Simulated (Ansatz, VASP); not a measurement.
**One calculation of TePb, two programs**

The input INCAR:

```
PREC = Accurate
ENCUT = 520
EDIFF = 1E-6
ISMEAR = 0
SIGMA = 0.01
LREAL = False
LASPH = True
NELM = 60
ALGO = Normal
ISIF = 2
LWAVE = False
LCHARG = False
NBANDS = 17
```

Contents of KPOINTS:

```
Automatic mesh
0
Gamma
  4 4 4
```

File POSCAR:

```
TePb
1.0
    0.0000000000      3.6414940629      3.6414940629
    3.6414940629      0.0000000000      3.6414940629
    3.6414940629      3.6414940629      0.0000000000
Pb Te
1 1
Direct
    0.0000000000      0.0000000000      0.0000000000
    0.2500000000      0.2500000000      0.2500000000
```

Input for Ansatz:

```yaml
crystal:
  lattice:
    - [0.0, 3.6414940629, 3.6414940629]
    - [3.6414940629, 0.0, 3.6414940629]
    - [3.6414940629, 3.6414940629, 0.0]
  atoms:
    - { symbol: Pb, position: [0.0, 0.0, 0.0] }
    - { symbol: Te, position: [0.25, 0.25, 0.25] }
kpoints:
  mp_grid: { grid: [4, 4, 4] }
hamiltonian:
  xc: lda
scf:
  occupations: { method: fixed }
  n_extra_bands: 4
output:
  forces: true
  stress: true
  eigenvalues: true
```

Alike in both runs: task single point; functional LDA; k mesh 4 × 4 × 4; no spin polarisation.

|  | VASP | Ansatz |
| --- | --- | --- |
| version | VASP 6.6.1 | Ansatz 0.2.0 |
| potentials or method | VASP PAW LDA potentials, release 64 (Pb_d, Te) | plane waves |
| plane-wave cutoff (eV) | 520 | 420 |
| occupations | gaussian, width 0.01 eV | fixed |
| valence electrons in the cell | 20 | 30 |

|  | VASP | Ansatz | Ansatz less VASP |
| --- | --- | --- | --- |
| gap on the k mesh at the Fermi level (eV) | 0.45 | 0.46 | +0.013 |
| pressure (GPa) | -1.7 | -1.8 | -0.04 |

LDA's correlation is that of Perdew and Zunger in VASP and of Perdew and Wang (1992) in Ansatz. VASP's potentials hold 20 valence electrons a cell and Ansatz's 30, so a difference there can come from the potentials and not from the codes.

Spin-orbit coupling is off throughout.
